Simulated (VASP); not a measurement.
Crystal: BN (BN (P6_3/mmc)).

```xyz
4
Lattice="2.5124 0.0000 0.0000 -1.2562 2.1758 0.0000 0.0000 0.0000 7.7073" Properties=species:S:1:pos:R:3 pbc="T T T"
B     0.0000    1.4506    1.9268
B     1.2562    0.7253    5.7804
N     0.0000    1.4506    5.7804
N     1.2562    0.7253    1.9268
```

```yaml
Program: VASP 6.6.1
Task: relaxation of cell and atoms
Functional: LDA
Potentials_or_basis: VASP PAW LDA potentials, release 64 (B, N)
Cutoff: 600 eV
k_mesh: 13 × 13 × 4
Occupations: gaussian, width 0.01 eV
Spin: no spin polarisation
```

At the start: pressure -6.2 GPa; volume 10.53 Å³/atom.

Problem. Where does the relaxation end?

Solution. Over 14 steps the energy falls by 19.3 meV/atom and the volume is 8.65 Å³/atom (-17.8 %); space group P6_3/mmc (No. 194, to 0.05 Å).

The path:
| step | energy change (eV) | largest force (eV/Å) | pressure (GPa) | volume (Å³) |
| --- | --- | --- | --- | --- |
| 1 | 0.0000 | 0.0000 | -6.15 | 42.13 |
| 2 | 0.0603 | 0.0000 | 11.99 | 39.71 |
| 3 | -0.0212 | 0.0000 | -0.54 | 41.30 |
| 4 | -0.0212 | 0.0000 | -0.41 | 41.28 |
| 5 | -0.0229 | 0.0000 | -0.41 | 41.11 |
| 6 | -0.0283 | 0.0000 | -0.44 | 40.58 |
| 7 | -0.0393 | 0.0000 | -0.46 | 39.53 |
| 8 | -0.0611 | 0.0000 | -0.39 | 37.41 |
| 9 | -0.0701 | 0.0000 | 0.84 | 33.19 |
| 10 | -0.0758 | 0.0000 | -0.01 | 35.30 |
| 11 | -0.0770 | 0.0000 | 0.14 | 34.77 |
| 12 | -0.0770 | 0.0000 | 0.21 | 34.60 |
| 13 | -0.0700 | 0.0000 | -4.03 | 34.96 |
| 14 | -0.0770 | 0.0000 | 0.02 | 34.61 |

Final structure:
```xyz
4
Lattice="2.4901 0.0000 0.0000 -1.2450 2.1565 0.0000 0.0000 0.0000 6.4460" Properties=species:S:1:pos:R:3 pbc="T T T"
B     0.0000    1.4376    1.6115
B     1.2450    0.7188    4.8345
N     0.0000    1.4376    4.8345
N     1.2450    0.7188    1.6115
```

Caveat: the volume moved by over 15 % at a fixed basis, so the end points are rough.
